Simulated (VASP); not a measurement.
A run of VASP 6.6.1 is set up as follows.

Contents of INCAR:

```
SYSTEM = C
PREC     = Accurate       ! precision mode
ENCUT    = 600            ! plane-wave cutoff, eV
EDIFF    = 1E-6           ! SCF threshold, eV
ISMEAR   = 1              ! smearing method
SIGMA    = 0.05           ! smearing width, eV
LREAL    = .False.        ! projectors in reciprocal space
LASPH    = .True.         ! aspherical terms in the spheres
NELM     = 120            ! most SCF steps
ALGO     = Normal         ! electronic algorithm
ISIF     = 2              ! what is computed and relaxed
LWAVE    = .False.        ! write WAVECAR
LCHARG   = .False.        ! write CHGCAR
NBANDS   = 11             ! bands
GGA_COMPAT= .False.
```

File KPOINTS:

```
Automatic mesh
0
Gamma
  10 10 10
  0 0 0
```

POSCAR

```
C
1.0
    0.0000000000      1.7659614936      1.7659614936
    1.7659614936      0.0000000000      1.7659614936
    1.7659614936      1.7659614936      0.0000000000
C
2
Direct
    1.0000000000      1.0000000000      1.0000000000
    0.2500000000      0.2500000000      0.2500000000
```

Potentials or basis: VASP PAW LDA potentials, release 64 (C).

The run is started by

```console
$ cat potpaw_LDA.64/C/POTCAR > POTCAR
$ mpirun -np 1 vasp_std > vasp.out
```

Question: Predict the pressure.

Answer: 0.8 GPa.

Question: Estimate the band gap on the k mesh.

Answer: 4.20 eV (least direct gap 5.63 eV).

A k mesh can miss the band edges.
